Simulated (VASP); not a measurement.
# H (Cmce) in VASP: a series of runs, part 2 of 2

VASP 6.6.1. The steps go on from the part before.

### Step 5. Single point, PBE

This run uses another cell than the first one, of 14.78 Å³/atom, 1.060 times its volume.

The input, INCAR:

```
SYSTEM = H
PREC = Accurate
ENCUT = 500
EDIFF = 1E-6
ISMEAR = 0
SIGMA = 0.01
LREAL = .FALSE.
LASPH = .TRUE.
NELM = 120
ALGO = Normal
ISIF = 2
LWAVE = .FALSE.
LCHARG = .FALSE.
GGA = PE
NBANDS = 10
GGA_COMPAT = .FALSE.
```

The input, KPOINTS:

```
Automatic mesh
0
G
  5 5 4
  0 0 0
```

The input, POSCAR:

```
H
1.0
    2.6749352544     -2.6172490684      0.0000000000
    2.6749352544      2.6172490684      0.0000000000
    0.0000000000      0.0000000000      4.2230507409
H
4
Direct
    0.9532956300      0.0467043700      0.0685088900
    0.4532956300      0.5467043700      0.4314911100
    0.5467043700      0.4532956300      0.5685088900
    0.0467043700      0.9532956300      0.9314911100
```

Potentials or basis: VASP PAW PBE potentials, release 64 (H).

On the command line:

```bash
> cat potpaw_PBE.64/H/POTCAR > POTCAR
> mpirun -np 1 vasp_std > vasp.out
```

OUTCAR:

```text
SYSTEM = H
   PREC = Accurate
   ENCUT = 500
   EDIFF = 1E-6
   ISMEAR = 0
   LREAL = .FALSE.
   LASPH = .TRUE.
   NELM = 120
   ISIF = 2
   GGA = PE

 ion  position               nearest neighbor table
   1  0.953  0.047  0.069-   4 0.76
   2  0.453  0.547  0.431-   3 0.76
   3  0.547  0.453  0.569-   2 0.76
   4  0.047  0.953  0.931-   1 0.76

  LATTYP: Found a base centered orthorhombic cell.
 ALAT       =     5.2344981368
 B/A-ratio  =     1.0220407705
 C/A-ratio  =     0.8067728043

  Lattice vectors:

 A1 = (  -2.6749352544,  -2.6172490684,   0.0000000000)
 A2 = (   2.6749352544,  -2.6172490684,   0.0000000000)
 A3 = (   0.0000000000,   0.0000000000,   4.2230507409)

Analysis of symmetry for initial positions (statically):
=====================================================================
 Subroutine PRICEL returns:
 Original cell was already a primitive cell.

 Routine SETGRP: Setting up the symmetry group for a
 base centered orthorhombic supercell.

 Subroutine GETGRP returns: Found  8 space group operations
 (whereof  4 operations were pure point group operations)
 out of a pool of  8 trial point group operations.

The static configuration has the point symmetry C_2h.
 The point group associated with its full space group is D_2h.

Analysis of symmetry for dynamics (positions and initial velocities):
=====================================================================
 Subroutine PRICEL returns:
 Original cell was already a primitive cell.

 Routine SETGRP: Setting up the symmetry group for a
 base centered orthorhombic supercell.

 Subroutine GETGRP returns: Found  8 space group operations
 (whereof  4 operations were pure point group operations)
 out of a pool of  8 trial point group operations.

The dynamic configuration has the point symmetry C_2h.
 The point group associated with its full space group is D_2h.

 Subroutine INISYM returns: Found  8 space group operations
 (whereof  4 operations are pure point group operations),
 and found     1 'primitive' translations

----------------------------------------------------------------------------------------

                                     Primitive cell

  volume of cell :      59.1309

  direct lattice vectors                    reciprocal lattice vectors
     2.674935254 -2.617249068  0.000000000     0.186920412 -0.191040282  0.000000000
     2.674935254  2.617249068  0.000000000     0.186920412  0.191040282  0.000000000
     0.000000000  0.000000000  4.223050741     0.000000000  0.000000000  0.236795639

  length of vectors
     3.742361728  3.742361728  4.223050741     0.267274447  0.267274447  0.236795639

  position of ions in fractional coordinates (direct lattice)
     0.953295630  0.046704370  0.068508890
     0.453295630  0.546704370  0.431491110
     0.546704370  0.453295630  0.568508890
     0.046704370  0.953295630  0.931491110

  ion indices of the primitive-cell ions
   primitive index   ion index
                 1           1
                 2           2
[... 25 lines left out ...]
 ===========================================

 Found     27 irreducible k-points:

 Following reciprocal coordinates:
            Coordinates               Weight
  0.000000  0.000000  0.000000      1.000000
  0.200000  0.000000  0.000000      4.000000
  0.400000  0.000000  0.000000      4.000000
  0.200000  0.200000  0.000000      2.000000
  0.400000  0.200000  0.000000      4.000000
 -0.400000  0.200000  0.000000      4.000000
[... 16 lines left out ...]
  0.400000  0.200000  0.500000      4.000000
 -0.400000  0.200000  0.500000      4.000000
 [... further k-points ...]
   k-points           NKPTS =     27   k-points in BZ     NKDIM =     27   number of bands    NBANDS=     10
   number of dos      NEDOS =    301   number of ions     NIONS =      4
   total plane-waves  NPLWV =  25088
   dimension x,y,z NGX =    28 NGY =   28 NGZ =   32
   dimension x,y,z NGXF=    56 NGYF=   56 NGZF=   64
   ions per type =               4
   NGX,Y,Z   is equivalent  to a cutoff of  12.44, 12.44, 12.60 a.u.
   NGXF,Y,Z  is equivalent  to a cutoff of  24.88, 24.88, 25.19 a.u.
 SYSTEM =  H
   PREC   = accura    normal or accurate (medium, high low for compatibility)
   ISTART =      0    job   : 0-new  1-cont  2-samecut
   ICHARG =      2    charge: 1-file 2-atom 10-const
   ISPIN  =      1    spin polarized calculation?
   LNONCOLLINEAR =      F non collinear calculations
   LSORBIT =      F    spin-orbit coupling
   LASPH  =      T    aspherical Exc in radial PAW
   ENCUT  =  500.0 eV  36.75 Ry    6.06 a.u.   6.82  6.82  7.70*2*pi/ulx,y,z
   NELM   =    120;   NELMIN=  2; NELMDL= -5     # of ELM steps
   EDIFF  = 0.1E-05   stopping-criterion for ELM
   LREAL  =      F    real-space projection
   EDIFFG = 0.1E-04   stopping-criterion for IOM
   NSW    =      0    number of steps for IOM
   IBRION =     -1    ionic relax: 0-MD 1-quasi-New 2-CG
   NFREE  =      0    steps in history (QN), initial steepest desc. (CG)
   ISIF   =      2    stress and relaxation
   ISYM   =      2    0-nonsym 1-usesym 2-fastsym
   POTIM  = 0.5000    time-step for ionic-motion
   TEBEG  =    0.0;   TEEND  =   0.0 temperature during run
   PSTRESS=    0.0 pullay stress
   NELECT =       4.0000    total number of electrons
   NUPDOWN=      -1.0000    fix difference up-down
   EMIN   =  10.00;   EMAX   =-10.00  energy-range for DOS
   EFERMI =   0.00;   METHOD = LEGACY
   ISMEAR =     0;   SIGMA  =   0.01  broadening in eV -4-tet -1-fermi 0-gaus
   EFERMI_NEDOS =   21; number of points for ismear=-14 and -15
   IALGO  =     38    algorithm
   IMIX   =      4    mixing-type and parameters
     AMIX     =   0.40;   BMIX     =  1.00
     AMIX_MAG =   1.60;   BMIX_MAG =  1.00
  volume/ion in A,a.u.               =      14.78        99.76
  Fermi-wavevector in a.u.,A,eV,Ry     =   0.667047  1.260537  6.053941  0.444952
  Thomas-Fermi vector in A             =   1.741535
   LORBIT       =      0    0 simple, 1 ext, 2 COOP (PROOUT), +10 PAW based schemes
   GGA     = PE    functional components
   LHFCALC =     F    Hartree Fock is set to
   AEXX    =    0.0000 exact exchange contribution
   IVDW    =     0    specifies the selected vdW correction
   LEPSILON=     F    determine dielectric tensor
   LRPA    =     F    only Hartree local field effects (RPA)
 non-spin polarized calculation
 Gauss-broadening in eV      SIGMA  =   0.01
  energy-cutoff  :      500.00
  volume of cell :       59.13
 maximum number of plane-waves:      1522
   NGX = 13   NGY = 13   NGZ = 15

 number of electron       4.0000004 magnetization

 Free energy of the ion-electron system (eV)
  ---------------------------------------------------
  ext. energy  EPLUGINS =         0.00000000
  ---------------------------------------------------
  free energy    TOTEN  =       -13.57739434 eV

  energy without entropy =      -13.57739434  energy(sigma->0) =      -13.57739434

 E-fermi :  -8.5550     XC(G=0):  -4.8070

 val. band max:       -8.6184670073   @ k =   0.0000   0.0000   0.0000
 cond. band min:       0.6889206868   @ k =   0.4000   0.0000   0.5000
 fundamental gap:      9.3073876941
 Fermi energy:        -8.5549637397

 k-point     1 :       0.0000    0.0000    0.0000
  band No.  band energies     occupation
      1     -10.2551      2.00000
      2      -8.6185      2.00000
      3       2.5852      0.00000
      4       3.7447      0.00000
      5       4.2525      0.00000
      6       6.3838      0.00000
      7       6.6696      0.00000
      8       8.0951      0.00000
      9       9.9441      0.00000
     10      10.6995      0.00000
[... 287 lines left out ...]
 k-point    24 :      -0.4000    0.2000    0.5000
  band No.  band energies     occupation
      1      -9.1372      2.00000
      2      -9.1372      2.00000
      3       0.9575      0.00000
      4       0.9575      0.00000
      5       5.1850      0.00000
      6       5.1850      0.00000
      7       7.4445      0.00000
      8       7.4445      0.00000
      9      10.7603      0.00000
     10      10.7603      0.00000

 [... further k-points ...]
[... 5 lines left out ...]
  --------------------------------------------------------------------------------------
  -------------------------------------------------------------------------------------
  Total       -0.0481116     -0.2198168     -0.2625221      0.0000000      0.0000000      0.0000000
  in kB       -1.3036032     -5.9560283     -7.1131474      0.0000000      0.0000000      0.0000000
  external PRESSURE =      -4.7909263 kB  Pullay stress =       0.0000000 kB

 VOLUME and BASIS-vectors are now :
 -----------------------------------------------------------------------------
  energy-cutoff  :      500.00
  volume of cell :       59.13
      direct lattice vectors                 reciprocal lattice vectors
     2.674935254 -2.617249068  0.000000000     0.186920412 -0.191040282  0.000000000
     2.674935254  2.617249068  0.000000000     0.186920412  0.191040282  0.000000000
     0.000000000  0.000000000  4.223050741     0.000000000  0.000000000  0.236795639

 POSITION                                       TOTAL-FORCE (eV/Angst)
 -----------------------------------------------------------------------------------
      2.67494     -2.37278      0.28932         0.000000     -0.152498     -0.179885
      2.67494      0.24447      1.82221         0.000000     -0.152498      0.179885
      2.67494     -0.24447      2.40084         0.000000      0.152498     -0.179885
      2.67494      2.37278      3.93373         0.000000      0.152498      0.179885
 -----------------------------------------------------------------------------------
    total drift:                                0.000000     -0.000000      0.000000

  FREE ENERGIE OF THE ION-ELECTRON SYSTEM (eV)
  ---------------------------------------------------
  free  energy   TOTEN  =       -13.5773943373 eV

  energy  without entropy=      -13.5773943373  energy(sigma->0) =      -13.57739434
```

OSZICAR:

```text
N       E                     dE             d eps       ncg     rms          rms(c)
DAV:   1    -0.111021302768E+02   -0.11102E+02   -0.11948E+03   540   0.260E+02
DAV:   2    -0.146706155251E+02   -0.35685E+01   -0.35204E+01   728   0.360E+01
DAV:   3    -0.147471223485E+02   -0.76507E-01   -0.76459E-01   648   0.410E+00
DAV:   4    -0.147473329245E+02   -0.21058E-03   -0.21057E-03   590   0.260E-01
DAV:   5    -0.147473337449E+02   -0.82040E-06   -0.82036E-06   608   0.162E-02    0.616E+00
DAV:   6    -0.139513187512E+02    0.79601E+00   -0.36252E-01   558   0.214E+00    0.337E+00
DAV:   7    -0.135702432479E+02    0.38108E+00   -0.84652E-01   558   0.339E+00    0.404E-01
DAV:   8    -0.135802252612E+02   -0.99820E-02   -0.17760E-02   568   0.572E-01    0.281E-01
DAV:   9    -0.135773682636E+02    0.28570E-02   -0.56057E-03   568   0.275E-01    0.190E-02
DAV:  10    -0.135773839596E+02   -0.15696E-04   -0.12941E-04   576   0.621E-02    0.741E-03
DAV:  11    -0.135773940992E+02   -0.10140E-04   -0.94309E-06   560   0.220E-02    0.374E-03
DAV:  12    -0.135773943373E+02   -0.23810E-06   -0.25277E-07   602   0.312E-03
   1 F= -.13577394E+02 E0= -.13577394E+02  d E =-.172895E-21
```

stdout:

```text
POSCAR found type information on POSCAR H
 POSCAR found :  1 types and       4 ions
 scaLAPACK will be used
 LDA part: xc-table for (Slater+PW92), standard interpolation
 POSCAR, INCAR and KPOINTS ok, starting setup
 FFT: planning ... GRIDC
 FFT: planning ... GRID_SOFT
 FFT: planning ... GRID
 WAVECAR not read
 entering main loop
```

It took 8.1 s on 1 thread of Intel Xeon Platinum 8488C (Sapphire Rapids), shared host; peak memory 0.15 GiB.

What came out:

- Free energy: -13.5774 eV
- Pressure: -0.5 GPa
- Largest force: 0.236 eV/Å
- Band gap on the k mesh: 9.31 eV, indirect (least direct gap 9.89 eV)

Forces on the atoms (eV/Å):
```
H    0.000 -0.152 -0.180
H    0.000 -0.152  0.180
H    0.000  0.152 -0.180
H    0.000  0.152  0.180
```

### Step 6. The runs side by side

| cell | gap on the mesh (eV) | pressure (GPa) | largest force (eV/Å) |
| --- | --- | --- | --- |
| a = 3.670, b = 3.670, c = 4.142 Å, angles 90.0, 90.0, 88.8°, 4 atoms | 9.39 | 0.2 | 0.26 |
| a = 3.695, b = 3.695, c = 4.169 Å, angles 90.0, 90.0, 88.8°, 4 atoms | 9.36 | 0.0 | 0.09 |
| a = 3.719, b = 3.719, c = 4.196 Å, angles 90.0, 90.0, 88.8°, 4 atoms | 9.33 | -0.3 | 0.08 |
| a = 3.742, b = 3.742, c = 4.223 Å, angles 90.0, 90.0, 88.8°, 4 atoms | 9.31 | -0.5 | 0.24 |

Alike in all rows: task single point; level PBE; potentials or basis VASP PAW PBE potentials, release 64 (H); no spin polarisation; k mesh 5 × 5 × 4; cutoff (eV) 500; smearing gaussian 0.01 eV.

Total energies depend on the potentials used, so only differences within one code and one set of settings carry meaning.
